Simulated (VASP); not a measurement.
# BaSb2Te4 (I-4) in VASP: single point with r2SCAN

Aim: the single point of BaSb2Te4 with r2SCAN.

All numbers are computed with VASP 6.6.1; they aren't measurements. Logs are shortened: lines on timing, memory, paths and dates and some standing lists are left out, and cuts for length are marked.

## (1) The cell of the first run

It takes space group I-4 (No. 82, tetragonal). The conventional cell has a = 6.398 Å, b = 6.398 Å, c = 12.794 Å, α = 90.00°, β = 90.00°, γ = 90.00°. Sb (site symmetry -4) has 4 Te at 2.85 Å within 3.8 Å. Sb (site symmetry -4) has 4 Te at 2.85 Å within 3.8 Å. Within 3.8 Å of Ba (site symmetry -4) lie 4 Te at 2.85 Å. Within 3.8 Å of Te (site symmetry 1) lie 2 Sb at 2.85 Å and 1 Ba at 2.85 Å.

## (2) Single point, r2SCAN

POSCAR reads:

```
BaSb2Te4
1.0
    0.0000000000      6.3978520000      0.0000000000
    6.3978520000      0.0000000000      0.0000000000
    3.1989260000      3.1989260000     -6.3968180000
Sb Ba Te
2 1 4
Direct
    0.7500000000      0.2500000000      0.5000000000
    0.5000000000      0.5000000000      0.0000000000
    0.0000000000      0.0000000000      0.0000000000
    0.3650000000      0.4050000000      0.7300000000
    0.5950000000      0.0950000000      0.2700000000
    0.9050000000      0.8650000000      0.7300000000
    0.1350000000      0.6350000000      0.2700000000
```

INCAR.step1 reads:

```
PREC = Accurate
ENCUT = 520
ISMEAR = -1
SIGMA = 0.0141
LREAL = False
LASPH = True
NELM = 60
NBANDS = 31
GGA = PE
ALGO = Normal
EDIFF = 1E-4
LWAVE = True
LCHARG = False
```

INCAR.step2 reads:

```
PREC = Accurate
ENCUT = 520
EDIFF = 1E-6
ISMEAR = -1
SIGMA = 0.0141
LREAL = False
LASPH = True
NELM = 60
ALGO = Normal
ISIF = 2
LWAVE = False
LCHARG = False
METAGGA = R2SCAN
LMIXTAU = True
NBANDS = 31
ISTART = 1
```

KPOINTS reads:

```
Automatic mesh
0
Gamma
  5 5 5
```

Potentials or basis: VASP PAW PBE potentials, release 64 (Sb, Ba_sv, Te).

Started as:

```bash
> cat potpaw_PBE.64/Sb/POTCAR potpaw_PBE.64/Ba_sv/POTCAR potpaw_PBE.64/Te/POTCAR > POTCAR
> cp INCAR.step1 INCAR
> mpirun -np 1 vasp_std > vasp.out
> cp INCAR.step2 INCAR
> mpirun -np 1 vasp_std > vasp.out
```

OUTCAR:

```text
PREC = Accurate
   ENCUT = 520
   EDIFF = 1E-6
   ISMEAR = -1
   LREAL = False
   LASPH = True
   NELM = 60
   ISIF = 2
   METAGGA = R2SCAN
   ISTART = 1

 ion  position               nearest neighbor table
   1  0.750  0.250  0.500-   4 2.85   5 2.85   6 2.85   7 2.85
   2  0.500  0.500  0.000-   5 2.85   4 2.85   6 2.85   7 2.85
   3  0.000  0.000  0.000-   5 2.85   4 2.85   6 2.85   7 2.85
   4  0.365  0.405  0.730-   2 2.85   3 2.85   1 2.85
   5  0.595  0.095  0.270-   2 2.85   3 2.85   1 2.85
   6  0.905  0.865  0.730-   2 2.85   3 2.85   1 2.85
   7  0.135  0.635  0.270-   2 2.85   3 2.85   1 2.85

  LATTYP: Found a body centered tetragonal cell.
 ALAT       =     6.3978520000
 C/A-ratio  =     1.9996767665

  Lattice vectors:

 A1 = (  -3.1989260000,   3.1989260000,   6.3968180000)
 A2 = (   3.1989260000,  -3.1989260000,   6.3968180000)
 A3 = (   3.1989260000,   3.1989260000,  -6.3968180000)

Analysis of symmetry for initial positions (statically):
=====================================================================
 Subroutine PRICEL returns:
 Original cell was already a primitive cell.

 Routine SETGRP: Setting up the symmetry group for a
 body centered tetragonal supercell.

 Subroutine GETGRP returns: Found  4 space group operations
 (whereof  4 operations were pure point group operations)
 out of a pool of 16 trial point group operations.

The static configuration has the point symmetry S_4 .

Analysis of symmetry for dynamics (positions and initial velocities):
=====================================================================
 Subroutine PRICEL returns:
 Original cell was already a primitive cell.

 Routine SETGRP: Setting up the symmetry group for a
 body centered tetragonal supercell.

 Subroutine GETGRP returns: Found  4 space group operations
 (whereof  4 operations were pure point group operations)
 out of a pool of 16 trial point group operations.

The dynamic configuration has the point symmetry S_4 .

 Subroutine INISYM returns: Found  4 space group operations
 (whereof  4 operations are pure point group operations),
 and found     1 'primitive' translations

----------------------------------------------------------------------------------------

                                     Primitive cell

  volume of cell :     261.8378

  direct lattice vectors                    reciprocal lattice vectors
     0.000000000  6.397852000  0.000000000     0.000000000  0.156302459  0.078163862
     6.397852000  0.000000000  0.000000000     0.156302459  0.000000000  0.078163862
     3.198926000  3.198926000 -6.396818000     0.000000000  0.000000000 -0.156327724

  length of vectors
     6.397852000  6.397852000  7.834892190     0.174757112  0.174757112  0.156327724

  position of ions in fractional coordinates (direct lattice)
     0.750000000  0.250000000  0.500000000
     0.500000000  0.500000000  0.000000000
     0.000000000  0.000000000  0.000000000
     0.365000000  0.405000000  0.730000000
     0.595000000  0.095000000  0.270000000
     0.905000000  0.865000000  0.730000000
     0.135000000  0.635000000  0.270000000

  ion indices of the primitive-cell ions
   primitive index   ion index
                 1           1
                 2           2
                 3           3
                 4           4
                 5           5
                 6           6
                 7           7

----------------------------------------------------------------------------------------

 KPOINTS: Automatic mesh

Automatic generation of k-mesh.
 Grid dimensions read from file:
 generate k-points for:    5    5    5

 Generating k-lattice:

  Cartesian coordinates                     Fractional coordinates (reciprocal lattice)
     0.000000000  0.031260492  0.015632772     0.200000000  0.000000000  0.000000000
     0.031260492  0.000000000  0.015632772     0.000000000  0.200000000  0.000000000
     0.000000000  0.000000000 -0.031265545     0.000000000  0.000000000  0.200000000

  Length of vectors
     0.034951422  0.034951422  0.031265545

  Shift w.r.t. Gamma in fractional coordinates (k-lattice)
     0.000000000  0.000000000  0.000000000

 Subroutine IBZKPT returns following result:
 ===========================================

 Found     21 irreducible k-points:

 Following reciprocal coordinates:
            Coordinates               Weight
  0.000000  0.000000  0.000000      1.000000
  0.200000  0.000000  0.000000      8.000000
  0.400000  0.000000  0.000000      8.000000
  0.200000  0.200000  0.000000      8.000000
  0.400000  0.200000  0.000000      8.000000
 -0.200000 -0.400000  0.000000      8.000000
[... 13 lines left out ...]
  0.000000  0.000000  0.400000      2.000000
 -0.200000  0.000000  0.400000      4.000000
   k-points           NKPTS =     21   k-points in BZ     NKDIM =     21   number of bands    NBANDS=     31
   number of dos      NEDOS =    301   number of ions     NIONS =      7
   total plane-waves  NPLWV = 138240
   dimension x,y,z NGX =    48 NGY =   48 NGZ =   60
   dimension x,y,z NGXF=    96 NGYF=   96 NGZF=  120
   ions per type =               2   1   4
   NGX,Y,Z   is equivalent  to a cutoff of  12.47, 12.47, 12.73 a.u.
   NGXF,Y,Z  is equivalent  to a cutoff of  24.95, 24.95, 25.46 a.u.
 SYSTEM =  unknown system
   PREC   = accura    normal or accurate (medium, high low for compatibility)
   ISTART =      1    job   : 0-new  1-cont  2-samecut
   ICHARG =      0    charge: 1-file 2-atom 10-const
   ISPIN  =      1    spin polarized calculation?
   LNONCOLLINEAR =      F non collinear calculations
   LSORBIT =      F    spin-orbit coupling
   LASPH  =      T    aspherical Exc in radial PAW
   ENCUT  =  520.0 eV  38.22 Ry    6.18 a.u.  11.90 11.90 14.57*2*pi/ulx,y,z
   NELM   =     60;   NELMIN=  2; NELMDL=  0     # of ELM steps
   EDIFF  = 0.1E-05   stopping-criterion for ELM
   LREAL  =      F    real-space projection
   EDIFFG = 0.1E-04   stopping-criterion for IOM
   NSW    =      0    number of steps for IOM
   IBRION =     -1    ionic relax: 0-MD 1-quasi-New 2-CG
   NFREE  =      0    steps in history (QN), initial steepest desc. (CG)
   ISIF   =      2    stress and relaxation
   ISYM   =      2    0-nonsym 1-usesym 2-fastsym
   POTIM  = 0.5000    time-step for ionic-motion
   TEBEG  =    0.0;   TEEND  =   0.0 temperature during run
   PSTRESS=    0.0 pullay stress
   NELECT =      44.0000    total number of electrons
   NUPDOWN=      -1.0000    fix difference up-down
   EMIN   =  10.00;   EMAX   =-10.00  energy-range for DOS
   EFERMI =   0.00;   METHOD = LEGACY
   ISMEAR =    -1;   SIGMA  =   0.01  broadening in eV -4-tet -1-fermi 0-gaus
   EFERMI_NEDOS =   21; number of points for ismear=-14 and -15
   IALGO  =     38    algorithm
   IMIX   =      4    mixing-type and parameters
     AMIX     =   0.40;   BMIX     =  1.00
     AMIX_MAG =   1.60;   BMIX_MAG =  1.00
  volume/ion in A,a.u.               =      37.41       252.42
  Fermi-wavevector in a.u.,A,eV,Ry     =   0.903403  1.707184 11.104221  0.816137
  Thomas-Fermi vector in A             =   2.026724
   LORBIT       =      0    0 simple, 1 ext, 2 COOP (PROOUT), +10 PAW based schemes
   METAGGA = R2SCAN    functional components
   LHFCALC =     F    Hartree Fock is set to
   AEXX    =    0.0000 exact exchange contribution
   IVDW    =     0    specifies the selected vdW correction
   LEPSILON=     F    determine dielectric tensor
   LRPA    =     F    only Hartree local field effects (RPA)
 non-spin polarized calculation
  energy-cutoff  :      520.00
  volume of cell :      261.84
 maximum number of plane-waves:      7099
   NGX = 23   NGY = 23   NGZ = 29

 number of electron      44.0000002 magnetization

 Free energy of the ion-electron system (eV)
  ---------------------------------------------------
  ext. energy  EPLUGINS =         0.00000000
  ---------------------------------------------------
  free energy    TOTEN  =      -178.57745540 eV

  energy without entropy =     -178.57745450  energy(sigma->0) =     -178.57745495

 E-fermi :   4.7913     XC(G=0):  -8.8995

 val. band max:        4.6512916288   @ k =   0.4000   0.0000   0.2000
 cond. band min:       4.9116832037   @ k =   0.0000   0.0000   0.0000
 fundamental gap:      0.2603915750
 Fermi energy:         4.7912622428

 k-point     1 :       0.0000    0.0000    0.0000
  band No.  band energies     occupation
      1     -23.4331      2.00000
      2      -9.3471      2.00000
      3      -9.2354      2.00000
      4      -9.2354      2.00000
      5      -8.6766      2.00000
      6      -6.2163      2.00000
[... 23 lines left out ...]
     30       8.4956      0.00000
     31       9.4542      0.00000

 k-point     2 :       0.2000    0.0000    0.0000
  band No.  band energies     occupation
      1     -23.4330      2.00000
      2      -9.3916      2.00000
      3      -9.3228      2.00000
      4      -9.2418      2.00000
      5      -8.3896      2.00000
      6      -6.6270      2.00000
[... 23 lines left out ...]
     30       8.6814      0.00000
     31       8.9518      0.00000

 k-point     3 :       0.4000    0.0000    0.0000
  band No.  band energies     occupation
      1     -23.4329      2.00000
      2      -9.4837      2.00000
      3      -9.3580      2.00000
      4      -9.2527      2.00000
      5      -7.8633      2.00000
      6      -7.1213      2.00000
[... 23 lines left out ...]
     30       8.5238      0.00000
     31       8.9054      0.00000

 k-point     4 :       0.2000    0.2000    0.0000
  band No.  band energies     occupation
      1     -23.4330      2.00000
      2      -9.4445      2.00000
      3      -9.3307      2.00000
      4      -9.2642      2.00000
      5      -8.1217      2.00000
      6      -6.8921      2.00000
[... 23 lines left out ...]
     30       8.6812      0.00000
     31       8.9594      0.00000

 k-point     5 :       0.4000    0.2000    0.0000
  band No.  band energies     occupation
      1     -23.4328      2.00000
      2      -9.4674      2.00000
      3      -9.3752      2.00000
      4      -9.2677      2.00000
      5      -7.6794      2.00000
      6      -7.2463      2.00000
[... 23 lines left out ...]
     30       8.6178      0.00000
     31       8.8318      0.00000
[... 440 lines left out ...]
     30       8.6331      0.00000
     31       8.7818      0.00000

 k-point    19 :      -0.2000   -0.2000    0.2000
  band No.  band energies     occupation
      1     -23.4329      2.00000
      2      -9.4895      2.00000
      3      -9.3367      2.00000
      4      -9.2721      2.00000
      5      -7.7992      2.00000
      6      -7.2690      2.00000
[... 23 lines left out ...]
     30       8.5222      0.00000
     31       8.9810      0.00000

 k-point    20 :       0.0000    0.0000    0.4000
  band No.  band energies     occupation
      1     -23.4331      2.00000
      2      -9.5313      2.00000
      3      -9.2438      2.00000
      4      -9.2438      2.00000
      5      -8.1053      2.00000
      6      -7.2786      2.00000
[... 23 lines left out ...]
     30       8.4951      0.00000
     31       9.3212      0.00000

 k-point    21 :      -0.2000    0.0000    0.4000
  band No.  band energies     occupation
      1     -23.4330      2.00000
      2      -9.5186      2.00000
      3      -9.3209      2.00000
      4      -9.2440      2.00000
      5      -7.8171      2.00000
      6      -7.4031      2.00000
[... 23 lines left out ...]
     30       8.5006      0.00000
     31       8.8939      0.00000

------------------------ aborting loop because EDIFF is reached ----------------------------------------

  FORCE on cell =-STRESS in cart. coord.  units (eV):
  Direction    XX          YY          ZZ          XY          YZ          ZX
  --------------------------------------------------------------------------------------
  -------------------------------------------------------------------------------------
  Total       18.8737229     18.8737229     20.4573034     -0.0000052     -0.0000000      0.0000000
  in kB      115.4877137    115.4877137    125.1775925     -0.0000319     -0.0000000      0.0000000
  external PRESSURE =     118.7176733 kB  Pullay stress =       0.0000000 kB

 VOLUME and BASIS-vectors are now :
 -----------------------------------------------------------------------------
  energy-cutoff  :      520.00
  volume of cell :      261.84
      direct lattice vectors                 reciprocal lattice vectors
     0.000000000  6.397852000  0.000000000     0.000000000  0.156302459  0.078163862
     6.397852000  0.000000000  0.000000000     0.156302459  0.000000000  0.078163862
     3.198926000  3.198926000 -6.396818000     0.000000000  0.000000000 -0.156327724

 POSITION                                       TOTAL-FORCE (eV/Angst)
 -----------------------------------------------------------------------------------
      3.19893      6.39785     -3.19841         0.000000      0.000000      0.000000
      3.19893      3.19893      0.00000         0.000000     -0.000000      0.000000
      0.00000      0.00000      0.00000         0.000000     -0.000000      0.000000
      4.92635      4.67043     -4.66968         2.073442      0.989969      2.022950
      1.47151      4.67043     -1.72714         0.989969     -2.073442     -2.022950
      7.86936      8.12527     -4.66968        -2.073442     -0.989969      2.022950
      4.92635      1.72742     -1.72714        -0.989969      2.073442     -2.022950
 -----------------------------------------------------------------------------------
    total drift:                               -0.000001     -0.000001      0.000001

  FREE ENERGIE OF THE ION-ELECTRON SYSTEM (eV)
  ---------------------------------------------------
  free  energy   TOTEN  =      -178.5774554020 eV

  energy  without entropy=     -178.5774544999  energy(sigma->0) =     -178.57745495
```

Run time: 17 min. Hardware: 1 thread of Intel Xeon Platinum 8259CL at 2.50GHz (Skylake/Cascade Lake), shared host; peak memory 0.49 GiB.

What came out:

* Free energy: -178.5775 eV
* Pressure: 11.9 GPa
* Largest force: 3.061 eV/Å
* Band gap on the k mesh: 0.26 eV (least direct gap 0.79 eV)

Forces on the atoms (eV/Å):
```
Sb   0.000  0.000  0.000
Sb   0.000  0.000  0.000
Ba   0.000  0.000  0.000
Te   2.073  0.990  2.023
Te   0.990 -2.073 -2.023
Te  -2.073 -0.990  2.023
Te  -0.990  2.073 -2.023
```

Levels at points of the mesh, in eV from the valence-band top:
```csv
k point,band 20,band 21,band 22,band 23,band 24,band 25
"(0.00, 0.00, 0.00)",-1.58,-0.84,-0.66,0.26,1.22,1.22
```

Caveat: the cell stands under pressure; semilocal functionals underestimate gaps, and a narrow one can read as zero; the PAW data sets were made with another functional, which shifts forces and pressure a little; spin-orbit coupling is left out, which moves the levels of the heavy elements. A k mesh can miss the band edges.
